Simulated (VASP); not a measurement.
# HC12 in VASP: notebook

HC12 is run at these levels: PBE; tasks: single point.

Everything below comes from runs of VASP 6.6.1. Logs are shortened: lines on timing, memory, paths and dates and some standing lists are left out, and cuts for length are marked.

## 1. The cell of the first run

The cell holds a slab with vacuum, 26 atoms: a = 5.051 Å, b = 5.051 Å, c = 22.375 Å, α = 90.00°, β = 90.00°, γ = 90.00°.

## 2. Single point, PBE

INCAR reads:

```
ALGO = Normal ; DIPOL = 0.5 0.5 0.298
EDIFF = 1E-6 ; ENCUT = 520
GGA = PE ; IDIPOL = 3
ISIF = 2 ; ISMEAR = 0
LASPH = T ; LCHARG = F
LDIPOL = T ; LREAL = Auto
LWAVE = F ; NBANDS = 68
NELM = 100 ; PREC = Accurate
SIGMA = 0.05
```

KPOINTS reads:

```
k-points
0
Gamma
  5 5 1
```

POSCAR reads:

```
HC12
1.0
    5.0509324483      0.0000000000      0.0000000000
    0.0000000000      5.0509324483      0.0000000000
    0.0000000000      0.0000000000     22.3754933530
C H
24 2
Direct
    0.0000000000      0.2500000000      0.1787670080
    0.0000000000      0.7500000000      0.1787670080
    0.5000000000      0.2500000000      0.1787670080
    0.5000000000      0.7500000000      0.1787670080
    0.0000000000      0.0000000000      0.2186716990
    0.0000000000      0.5000000000      0.2186716990
    0.5000000000      0.0000000000      0.2186716990
    0.5000000000      0.5000000000      0.2186716990
    0.2500000000      0.0000000000      0.2585763899
    0.2500000000      0.5000000000      0.2585763899
    0.7500000000      0.0000000000      0.2585763899
    0.7500000000      0.5000000000      0.2585763899
    0.2500000000      0.2500000000      0.2976014419
    0.2500000000      0.7500000000      0.2976014419
    0.7500000000      0.2500000000      0.2976014419
    0.7500000000      0.7500000000      0.2976014419
    0.0000000000      0.2500000000      0.3394883053
    0.0000000000      0.7500000000      0.3394883053
    0.5000000000      0.2500000000      0.3394883053
    0.5000000000      0.7500000000      0.3394883053
    0.0000000000      0.0000000000      0.3743154719
    0.0000000000      0.5000000000      0.3743154719
    0.5000000000      0.0000000000      0.3743154719
    0.5000000000      0.5000000000      0.3743154719
    0.9257562829      0.3750000000      0.5352057791
    1.0742437171      0.3750000000      0.5352057791
```

Potentials or basis: VASP PAW PBE potentials, release 64 (C, H).

Command:

```
$ cat potpaw_PBE.64/C/POTCAR potpaw_PBE.64/H/POTCAR > POTCAR
$ mpirun -np 1 vasp_std > vasp.out
```

OUTCAR:

```text
EDIFF = 1E-6
   ENCUT = 520
   GGA = PE
   ISIF = 2
   ISMEAR = 0
   LASPH = T
   LREAL = Auto
   NELM = 100
   PREC = Accurate

 ion  position               nearest neighbor table
   1  0.000  0.250  0.179-   5 1.55   6 1.55
   2  0.000  0.750  0.179-   5 1.55   6 1.55
   3  0.500  0.250  0.179-   7 1.55   8 1.55
   4  0.500  0.750  0.179-   7 1.55   8 1.55
   5  0.000  0.000  0.219-   9 1.55  11 1.55   1 1.55   2 1.55
   6  0.000  0.500  0.219-  10 1.55  12 1.55   1 1.55   2 1.55
   7  0.500  0.000  0.219-   9 1.55  11 1.55   3 1.55   4 1.55
   8  0.500  0.500  0.219-  10 1.55  12 1.55   3 1.55   4 1.55
   9  0.250  0.000  0.259-  13 1.54  14 1.54   5 1.55   7 1.55
  10  0.250  0.500  0.259-  13 1.54  14 1.54   6 1.55   8 1.55
[... 8 lines left out ...]
  19  0.500  0.250  0.339-  23 1.48  24 1.48  13 1.57  15 1.57
  20  0.500  0.750  0.339-  23 1.48  24 1.48  14 1.57  16 1.57
  21  0.000  0.000  0.374-  17 1.48  18 1.48
  22  0.000  0.500  0.374-  17 1.48  18 1.48
  23  0.500  0.000  0.374-  19 1.48  20 1.48
  24  0.500  0.500  0.374-  19 1.48  20 1.48
  25  0.926  0.375  0.535-  26 0.75
  26  0.074  0.375  0.535-  25 0.75

  LATTYP: Found a simple tetragonal cell.
 ALAT       =     5.0509324483
 C/A-ratio  =     4.4299727985

  Lattice vectors:

 A1 = (   5.0509324483,   0.0000000000,   0.0000000000)
 A2 = (   0.0000000000,   5.0509324483,   0.0000000000)
 A3 = (   0.0000000000,   0.0000000000,  22.3754933530)

Analysis of symmetry for initial positions (statically):
=====================================================================
 Subroutine PRICEL returns:
 Original cell was already a primitive cell.

 Routine SETGRP: Setting up the symmetry group for a
 simple tetragonal supercell.

 Subroutine GETGRP returns: Found  2 space group operations
 (whereof  2 operations were pure point group operations)
 out of a pool of 16 trial point group operations.

The static configuration has the point symmetry C_1h.

Analysis of symmetry for dynamics (positions and initial velocities):
=====================================================================
 Subroutine PRICEL returns:
 Original cell was already a primitive cell.

 Routine SETGRP: Setting up the symmetry group for a
 simple tetragonal supercell.

 Subroutine GETGRP returns: Found  2 space group operations
 (whereof  2 operations were pure point group operations)
 out of a pool of 16 trial point group operations.

The dynamic configuration has the point symmetry C_1h.

[... 143 lines left out ...]
   EMIN   =  10.00;   EMAX   =-10.00  energy-range for DOS
   EFERMI =   0.00;   METHOD = LEGACY
   ISMEAR =     0;   SIGMA  =   0.05  broadening in eV -4-tet -1-fermi 0-gaus
   EFERMI_NEDOS =   21; number of points for ismear=-14 and -15
   IALGO  =     38    algorithm
   IMIX   =      4    mixing-type and parameters
     AMIX     =   0.40;   BMIX     =  1.00
     AMIX_MAG =   1.60;   BMIX_MAG =  1.00
  volume/ion in A,a.u.               =      21.96       148.16
  Fermi-wavevector in a.u.,A,eV,Ry     =   0.909868  1.719401 11.263710  0.827859
  Thomas-Fermi vector in A             =   2.033963
   LORBIT       =      0    0 simple, 1 ext, 2 COOP (PROOUT), +10 PAW based schemes
   GGA     = PE    functional components
   LHFCALC =     F    Hartree Fock is set to
   AEXX    =    0.0000 exact exchange contribution
   IVDW    =     0    specifies the selected vdW correction
   LEPSILON=     F    determine dielectric tensor
   LRPA    =     F    only Hartree local field effects (RPA)
 non-spin polarized calculation
 Gauss-broadening in eV      SIGMA  =   0.05
  energy-cutoff  :      520.00
  volume of cell :      570.84
 maximum number of plane-waves:     15407
 NGX is ok and might be reduce to    40
   NGX = 19   NGY = 19   NGZ = 83

 dipolmoment           0.000000      0.000000      0.129876 electrons x Angstroem

 number of electron      98.0000008 magnetization

 dipolmoment           0.000000      0.000000     -0.035323 electrons x Angstroem

 Free energy of the ion-electron system (eV)
  ---------------------------------------------------
  ext. energy  EPLUGINS =         0.00000000
  ---------------------------------------------------
  free energy    TOTEN  =      -197.88784385 eV

  energy without entropy =     -197.87066089  energy(sigma->0) =     -197.87925237

 E-fermi :  -3.2082     XC(G=0):  -4.4818

 val. band max:       -3.2194021897   @ k =   0.0000   0.2000   0.0000
 cond. band min:      -3.1837185886   @ k =   0.2000   0.0000   0.0000
 fundamental gap:      0.0356836011
 Fermi energy:        -3.2081847721

 k-point     1 :       0.0000    0.0000    0.0000
  band No.  band energies     occupation
      1     -23.8960      2.00000
      2     -21.2421      2.00000
      3     -19.7393      2.00000
      4     -19.6650      2.00000
      5     -19.6185      2.00000
      6     -19.4490      2.00000
[... 565 lines left out ...]
     60       4.0219      0.00000
     61       4.4984      0.00000
 [bands above 61 left out]

------------------------ aborting loop because EDIFF is reached ----------------------------------------

 vacuum level on the upper side and lower side of the slab       (xc-potential included)        -0.247         0.006

  FORCE on cell =-STRESS in cart. coord.  units (eV):
  Direction    XX          YY          ZZ          XY          YZ          ZX
  --------------------------------------------------------------------------------------
  -------------------------------------------------------------------------------------
  Total      -25.5395601     -4.5182446     -6.3596284      0.0000000     -0.0049634      0.0000000
  in kB      -71.6816932    -12.6813236    -17.8495216      0.0000000     -0.0139307      0.0000000
  external PRESSURE =     -34.0708461 kB  Pullay stress =       0.0000000 kB

 VOLUME and BASIS-vectors are now :
 -----------------------------------------------------------------------------
  energy-cutoff  :      520.00
  volume of cell :      570.84
      direct lattice vectors                 reciprocal lattice vectors
     5.050932448  0.000000000  0.000000000     0.197983246  0.000000000  0.000000000
     0.000000000  5.050932448  0.000000000     0.000000000  0.197983246  0.000000000
     0.000000000  0.000000000 22.375493353     0.000000000  0.000000000  0.044691752

 POSITION                                       TOTAL-FORCE (eV/Angst)
 -----------------------------------------------------------------------------------
      0.00000      1.26273      4.00000         0.000000     -0.000086      2.224467
      0.00000      3.78820      4.00000         0.000000      0.000091      2.224785
      2.52547      1.26273      4.00000         0.000000      0.000179      2.221925
      2.52547      3.78820      4.00000         0.000000     -0.000180      2.221821
      0.00000      0.00000      4.89289         0.000000     -0.000037     -2.617127
      0.00000      2.52547      4.89289         0.000000      0.000038     -2.616715
[... 18 lines left out ...]
      4.67593      1.89410     11.97549        -0.001469     -0.000651     -0.000631
      0.37500      1.89410     11.97549         0.001469     -0.000651     -0.000631
 -----------------------------------------------------------------------------------
    total drift:                                0.000000      0.000003      0.045289

  FREE ENERGIE OF THE ION-ELECTRON SYSTEM (eV)
  ---------------------------------------------------
  free  energy   TOTEN  =      -197.8878438519 eV

  energy  without entropy=     -197.8706608937  energy(sigma->0) =     -197.87925237

 vacuum level on the upper side and lower side of the slab         3.933         4.197
```

Wall time 30 min (1 thread of Intel Xeon 8259CL, shared host); peak memory 0.66 GiB.

What came out:

```
Free energy            : -197.8878 eV
Largest force          : 2.617 eV/Å
Band gap on the k mesh : zero (bands 49 and 50 overlap by 0.07 eV)
```

Forces on the atoms (eV/Å):
```
C    0.000  0.000  2.224
C    0.000  0.000  2.225
C    0.000  0.000  2.222
C    0.000  0.000  2.222
C    0.000  0.000 -2.617
C    0.000  0.000 -2.617
C    0.000  0.000 -2.611
C    0.000  0.000 -2.611
C    0.002  0.000  0.362
C    0.004  0.000  0.362
C   -0.002  0.000  0.362
C   -0.004  0.000  0.362
C    0.008  0.000  0.008
C    0.007  0.000  0.008
C   -0.008  0.000  0.008
C   -0.007  0.000  0.008
C    0.000 -0.001 -0.004
C    0.000  0.001 -0.008
C    0.000  0.001 -0.029
C    0.000 -0.001 -0.024
C    0.000 -0.002  0.036
C    0.000  0.002  0.025
C    0.000  0.001  0.044
C    0.000 -0.001  0.048
H   -0.001 -0.001 -0.001
H    0.001 -0.001 -0.001
```

## 3. Single point, PBE

INCAR reads:

```
ALGO     = Normal         # electronic algorithm
DIPOL    = 0.5 0.5 0.288
EDIFF    = 1E-6           # SCF threshold, eV
ENCUT    = 520            # plane-wave cutoff, eV
GGA      = PE             # functional
IDIPOL   = 3            
ISIF     = 2              # what is computed and relaxed
ISMEAR   = 0              # smearing method
LASPH    = True           # aspherical terms in the spheres
LCHARG   = True           # write CHGCAR
LDIPOL   = True         
LELF     = True           # ELF
LREAL    = Auto         
LVACPOTAV= True         
LVHAR    = True         
LWAVE    = False          # write WAVECAR
NBANDS   = 68             # bands
NELM     = 80             # most SCF steps
PREC     = Accurate       # precision mode
SIGMA    = 0.05           # smearing width, eV
```

KPOINTS is that of step 2.

POSCAR: that of step 2 with these lines changed.

```diff
@@ -32,3 +32,3 @@
     0.5000000000      0.5000000000      0.3743154719
-    0.9257562829      0.3750000000      0.5352057791
-    1.0742437171      0.3750000000      0.5352057791
+    0.9090266986      0.3750000000      0.4087281209
+    1.0909733014      0.3750000000      0.4087281209
```

Potentials or basis: VASP PAW PBE potentials, release 64 (C, H).

Command:

```
$ cat potpaw_PBE.64/C/POTCAR potpaw_PBE.64/H/POTCAR > POTCAR
$ mpirun -np 1 vasp_std > vasp.out
```

OUTCAR:

```text
EDIFF = 1E-6
   ENCUT = 520
   GGA = PE
   ISIF = 2
   ISMEAR = 0
   LASPH = True
   LREAL = Auto
   NELM = 80
   PREC = Accurate

 ion  position               nearest neighbor table
   1  0.000  0.250  0.179-   5 1.55   6 1.55
   2  0.000  0.750  0.179-   5 1.55   6 1.55
   3  0.500  0.250  0.179-   7 1.55   8 1.55
   4  0.500  0.750  0.179-   7 1.55   8 1.55
   5  0.000  0.000  0.219-   9 1.55  11 1.55   1 1.55   2 1.55
   6  0.000  0.500  0.219-  10 1.55  12 1.55   1 1.55   2 1.55
   7  0.500  0.000  0.219-   9 1.55  11 1.55   3 1.55   4 1.55
   8  0.500  0.500  0.219-  10 1.55  12 1.55   3 1.55   4 1.55
   9  0.250  0.000  0.259-  13 1.54  14 1.54   5 1.55   7 1.55
  10  0.250  0.500  0.259-  13 1.54  14 1.54   6 1.55   8 1.55
[... 8 lines left out ...]
  19  0.500  0.250  0.339-  23 1.48  24 1.48  13 1.57  15 1.57
  20  0.500  0.750  0.339-  23 1.48  24 1.48  14 1.57  16 1.57
  21  0.000  0.000  0.374-  17 1.48  18 1.48
  22  0.000  0.500  0.374-  25 1.10  26 1.10  17 1.48  18 1.48
  23  0.500  0.000  0.374-  19 1.48  20 1.48
  24  0.500  0.500  0.374-  19 1.48  20 1.48
  25  0.909  0.375  0.409-  22 1.10
  26  0.091  0.375  0.409-  22 1.10

  LATTYP: Found a simple tetragonal cell.
 ALAT       =     5.0509324483
 C/A-ratio  =     4.4299727985

  Lattice vectors:

 A1 = (   5.0509324483,   0.0000000000,   0.0000000000)
 A2 = (   0.0000000000,   5.0509324483,   0.0000000000)
 A3 = (   0.0000000000,   0.0000000000,  22.3754933530)

Analysis of symmetry for initial positions (statically):
=====================================================================
 Subroutine PRICEL returns:
 Original cell was already a primitive cell.

 Routine SETGRP: Setting up the symmetry group for a
 simple tetragonal supercell.

 Subroutine GETGRP returns: Found  2 space group operations
 (whereof  2 operations were pure point group operations)
 out of a pool of 16 trial point group operations.

The static configuration has the point symmetry C_1h.

Analysis of symmetry for dynamics (positions and initial velocities):
=====================================================================
[... 172 lines left out ...]
   LRPA    =     F    only Hartree local field effects (RPA)
 non-spin polarized calculation
 Gauss-broadening in eV      SIGMA  =   0.05
  energy-cutoff  :      520.00
  volume of cell :      570.84
 maximum number of plane-waves:     15407
 NGX is ok and might be reduce to    40
   NGX = 19   NGY = 19   NGZ = 83

 number of electron      98.0000008 magnetization

 dipolmoment           0.000000      0.000000     -0.243185 electrons x Angstroem

 Free energy of the ion-electron system (eV)
  ---------------------------------------------------
  ext. energy  EPLUGINS =         0.00000000
  ---------------------------------------------------
  free energy    TOTEN  =      -198.18838693 eV

  energy without entropy =     -198.17847842  energy(sigma->0) =     -198.18343268

 E-fermi :  -2.6122     XC(G=0):  -4.2238

 val. band max:       -2.6277181800   @ k =   0.0000   0.4000   0.0000
 cond. band min:      -2.6068741153   @ k =   0.2000   0.0000   0.0000
 fundamental gap:      0.0208440647
 Fermi energy:        -2.6121783628

 k-point     1 :       0.0000    0.0000    0.0000
  band No.  band energies     occupation
      1     -23.5004      2.00000
      2     -21.1339      2.00000
      3     -19.6710      2.00000
      4     -19.2669      2.00000
      5     -19.2296      2.00000
      6     -19.0967      2.00000
[... 565 lines left out ...]
     60       4.4553      0.00000
     61       4.7193      0.00000
 [bands above 61 left out]

------------------------ aborting loop because EDIFF is reached ----------------------------------------

  FORCE on cell =-STRESS in cart. coord.  units (eV):
  Direction    XX          YY          ZZ          XY          YZ          ZX
  --------------------------------------------------------------------------------------
  -------------------------------------------------------------------------------------
  Total      -16.7894502     -4.4777683      1.2696048      0.0000000      3.6586176      0.0000000
  in kB      -47.1228247    -12.5677190      3.5633903      0.0000000     10.2686148      0.0000000
  external PRESSURE =     -18.7090512 kB  Pullay stress =       0.0000000 kB

 VOLUME and BASIS-vectors are now :
 -----------------------------------------------------------------------------
  energy-cutoff  :      520.00
  volume of cell :      570.84
      direct lattice vectors                 reciprocal lattice vectors
     5.050932448  0.000000000  0.000000000     0.197983246  0.000000000  0.000000000
     0.000000000  5.050932448  0.000000000     0.000000000  0.197983246  0.000000000
     0.000000000  0.000000000 22.375493353     0.000000000  0.000000000  0.044691752

 POSITION                                       TOTAL-FORCE (eV/Angst)
 -----------------------------------------------------------------------------------
      0.00000      1.26273      4.00000         0.000000      0.015496      2.137179
      0.00000      3.78820      4.00000         0.000000     -0.025231      2.124005
      2.52547      1.26273      4.00000         0.000000      0.056273      2.230724
      2.52547      3.78820      4.00000         0.000000     -0.065580      2.229265
      0.00000      0.00000      4.89289         0.000000      0.018206     -2.527449
      0.00000      2.52547      4.89289         0.000000      0.012774     -2.485613
[... 18 lines left out ...]
      4.59143      1.89410      9.14549        -4.706870      1.455132      2.157392
      0.45950      1.89410      9.14549         4.706870      1.455132      2.157392
 -----------------------------------------------------------------------------------
    total drift:                               -0.000000      0.000063      0.044573

  FREE ENERGIE OF THE ION-ELECTRON SYSTEM (eV)
  ---------------------------------------------------
  free  energy   TOTEN  =      -198.1883869328 eV

  energy  without entropy=     -198.1784784214  energy(sigma->0) =     -198.18343268

 vacuum level on the upper side and lower side of the slab         3.150         4.875
```

OSZICAR:

```text
N       E                     dE             d eps       ncg     rms          rms(c)
DAV:   1     0.801314037419E+03    0.80131E+03   -0.41523E+04  1224   0.119E+03
DAV:   2    -0.928815404938E+02   -0.89420E+03   -0.85285E+03  1812   0.287E+02
DAV:   3    -0.201720704657E+03   -0.10884E+03   -0.10708E+03  1488   0.103E+02
[... 21 lines left out ...]
DAV:  25    -0.198188373685E+03   -0.65824E-05   -0.22450E-07   888   0.167E-03    0.528E-04
DAV:  26    -0.198188380933E+03   -0.72485E-05   -0.20878E-07   900   0.123E-03    0.644E-04
DAV:  27    -0.198188383812E+03   -0.28781E-05   -0.95587E-08   896   0.834E-04    0.290E-04
DAV:  28    -0.198188386044E+03   -0.22321E-05   -0.68726E-08   892   0.639E-04    0.154E-04
DAV:  29    -0.198188386933E+03   -0.88906E-06   -0.33606E-08   920   0.426E-04
   1 F= -.19818839E+03 E0= -.19818343E+03  d E =-.990851E-02
```

stdout:

```text
POSCAR found type information on POSCAR C H
 POSCAR found :  2 types and      26 ions
 scaLAPACK will be used
 LDA part: xc-table for (Slater+PW92), standard interpolation
 POSCAR, INCAR and KPOINTS ok, starting setup
 FFT: planning ... GRIDC
 FFT: planning ... GRID_SOFT
 FFT: planning ... GRID
 WAVECAR not read
 entering main loop
 -----------------------------------------------------------------------------
|                                                                             |
|           W    W    AA    RRRRR   N    N  II  N    N   GGGG   !!!           |
|           W    W   A  A   R    R  NN   N  II  NN   N  G    G  !!!           |
|           W    W  A    A  R    R  N N  N  II  N N  N  G       !!!           |
|           W WW W  AAAAAA  RRRRR   N  N N  II  N  N N  G  GGG   !            |
|           WW  WW  A    A  R   R   N   NN  II  N   NN  G    G                |
|           W    W  A    A  R    R  N    N  II  N    N   GGGG   !!!           |
|                                                                             |
|     Did not find any points to average over, which means that no vacuum     |
|     field-free region was found. Please increase the size of  your cell     |
|     in the dimension of the dipole correction to obtain accurate            |
|     workfunction values.                                                    |
|                                                                             |
 -----------------------------------------------------------------------------
```

Wall time 30 min (1 thread of Intel Xeon 8259CL, shared host); peak memory 0.67 GiB.

Results:

* Free energy: -198.1884 eV
* Largest force: 5.378 eV/Å
* Band gap on the k mesh: zero (bands 49 and 50 overlap by 0.24 eV)

Forces in eV/Å, atoms in the order of the input:
```
C    0.000  0.015  2.137
C    0.000 -0.025  2.124
C    0.000  0.056  2.231
C    0.000 -0.066  2.229
C    0.000  0.018 -2.527
C    0.000  0.013 -2.486
C    0.000 -0.069 -2.512
C    0.000  0.010 -2.632
C    0.197  0.035  0.113
C    0.162 -0.050  0.253
C   -0.197  0.035  0.113
C   -0.162 -0.050  0.253
C   -0.351 -0.136 -0.137
C   -0.230 -0.225  0.177
C    0.351 -0.136 -0.137
C    0.230 -0.225  0.177
C    0.000 -1.278 -4.201
C    0.000  1.307  0.340
C    0.000  0.079  0.058
C    0.000 -0.004  0.100
C    0.000  0.437  0.824
C    0.000 -2.418 -0.960
C    0.000  0.120  0.047
C    0.000 -0.355  0.102
H   -4.707  1.455  2.157
H    4.707  1.455  2.157
```

Levels at points of the mesh, in eV from the Fermi level:
```
           k point  band 47  band 48  band 49  band 50  band 51  band 52
(0.00, 0.00, 0.00)    -0.80    -0.27    -0.22    -0.21     0.10     0.65
```

The gap in the log of VASP goes by the Fermi energy; the results here count the filled bands.